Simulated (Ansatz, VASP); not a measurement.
## La3LuO2: VASP beside Ansatz

File INCAR:

```
SYSTEM = La3LuO2
PREC     = Accurate       ! precision mode
ENCUT    = 600            ! plane-wave cutoff, eV
EDIFF    = 1E-6           ! SCF threshold, eV
ISMEAR   = 0              ! smearing method
SIGMA    = 0.1            ! smearing width, eV
LREAL    = .False.        ! projectors in reciprocal space
LASPH    = .True.         ! aspherical terms in the spheres
NELM     = 60             ! most SCF steps
ALGO     = Normal         ! electronic algorithm
ISIF     = 3              ! what is computed and relaxed
LWAVE    = .False.        ! write WAVECAR
LCHARG   = .False.        ! write CHGCAR
GGA      = PE             ! functional
IBRION   = 2              ! ionic algorithm
NSW      = 90             ! ionic steps
EDIFFG   = -0.04          ! ionic threshold
```

Contents of KPOINTS:

```
regular mesh
0
Gamma
  4 4 2
  0 0 0
```

POSCAR

```
La3LuO2
1.0
    3.7712559200      0.0000000000      0.0000000000
    0.0000000000      3.7712559200      0.0000000000
    0.0000000000      0.0000000000      8.2078286800
La Lu O
3 1 2
Direct
    0.5000000000      0.0000000000      0.9983087800
    0.0000000000      0.5000000000      0.9983087800
    0.0000000000      0.0000000000      0.3792572600
    0.5000000000      0.5000000000      0.6236239100
    0.5000000000      0.5000000000      0.2665635600
    0.0000000000      0.0000000000      0.7339377400
```

Input for Ansatz:

```yaml
crystal:
  lattice:
    - [3.77125592, 0.0, 0.0]
    - [0.0, 3.77125592, 0.0]
    - [0.0, 0.0, 8.20782868]
  atoms:
    - { symbol: La, position: [0.5, 0.0, 0.99830878] }
    - { symbol: La, position: [0.0, 0.5, 0.99830878] }
    - { symbol: La, position: [0.0, 0.0, 0.37925726] }
    - { symbol: Lu, position: [0.5, 0.5, 0.62362391] }
    - { symbol: O, position: [0.5, 0.5, 0.26656356] }
    - { symbol: O, position: [0.0, 0.0, 0.73393774] }
basis:
  ecutwfc: 420
kpoints:
  mp_grid: { grid: [4, 4, 2] }
hamiltonian:
  xc: pbe
scf:
  occupations: { method: gaussian, width: 0.1 }
  lower_state_search: "off"
output:
  forces: true
  stress: true
  eigenvalues: true
relax:
  adjacent_minimum: "off"
  f_tol: 0.04
  max_steps: 70
  cell: { stress_tol: 0.4 }
```

Change from the starting cell: species swapped into the Zr2P3S type (P4mm, No. 99).

Alike in both runs: task relaxation of cell and atoms; functional PBE; k mesh 4 × 4 × 2; occupations gaussian, width 0.1 eV; no spin polarisation.

```csv
,VASP,Ansatz
version,VASP 6.6.1,Ansatz 0.2.0
potentials or method,"VASP PAW PBE potentials, release 64 (La, Lu, O), cutoff 600 eV","scalar-relativistic, plane waves, PAW"
valence electrons in the cell,70,70
```

```csv
,VASP,Ansatz,Ansatz less VASP
"gap on the k mesh at the Fermi level, each at its own relaxed structure (eV)",none,none,-
relaxed volume (Å³/atom),21.64,29.79,+8.153
relaxed length of the cell vector where the two differ most in proportion (Å),4.837,9.259,+4.4225
```

A gap of «none» marks a metal or a gap that the smearing closes. One of these differences is far larger than is usual between the two programs; its cause wasn't traced.

The k mesh is coarse, so the values compare programs but aren't converged. Neither program's run includes spin-orbit coupling.
